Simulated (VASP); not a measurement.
Wanted: the native input for a VASP 6.6.1 run.

```yaml
Task: single point
Functional: PBEsol
Potentials_or_basis: VASP PAW PBE potentials, release 64 (Zr_sv)
Cutoff: 520 eV
k_mesh: 18 × 18 × 10
Occupations: gaussian, width 0.15 eV
Spin: no spin polarisation
Dipole_correction: no
Further_INCAR_settings: ALGO = Fast; EDIFF = 1e-06; NBANDS = 19
```

The structure of Zr lies in POSCAR:

```
Zr
1.0
    3.2319982225      0.0000000000      0.0000000000
   -1.6159991112      2.7989925657      0.0000000000
    0.0000000000      0.0000000000      5.1470000000
Zr
2
Direct
    0.2797426229      0.5594852459      0.1917136196
    0.6666666667      0.3333333333      0.7500000000
```

This cell differs from its parent crystal: atom 1 (Zr) moved by (-0.300, -0.300) A along y and z.

The input as run:

INCAR

```
ALGO = Fast ; EDIFF = 1E-6
ENCUT = 520 ; GGA = PS
ISIF = 2 ; ISMEAR = 0
LASPH = T ; LCHARG = T
LELF = T ; LREAL = F
LVHAR = T ; LWAVE = F
NBANDS = 19 ; NELM = 100
PREC = Accurate ; SIGMA = 0.15
```

KPOINTS

```
k-points
0
Gamma
  18 18 10
```

Potentials or basis: VASP PAW PBE potentials, release 64 (Zr_sv).

The run is started by

```bash
$ cat potpaw_PBE.64/Zr_sv/POTCAR > POTCAR
$ mpirun -np 1 vasp_std > vasp.out
```

It gave:

| Item | Value |
| --- | --- |
| Pressure | -0.6 GPa |
| Largest force | 1.578 eV/Å |
| Band gap on the k mesh | zero (band 12 reaches 9.65 eV, above the bottom of band 13 at 8.49 eV) |

Caveat: the cell differs from its parent crystal (atom 1 (Zr) moved by (-0.300, -0.300) A along y and z); the PAW data sets were made with another functional, which shifts forces and pressure a little.

Wall time 15 min on 1 thread of Intel(R) Xeon(R) Platinum 8259CL CPU @ 2.50GHz (Skylake/Cascade Lake) (shared host), peak memory 0.66 GiB.
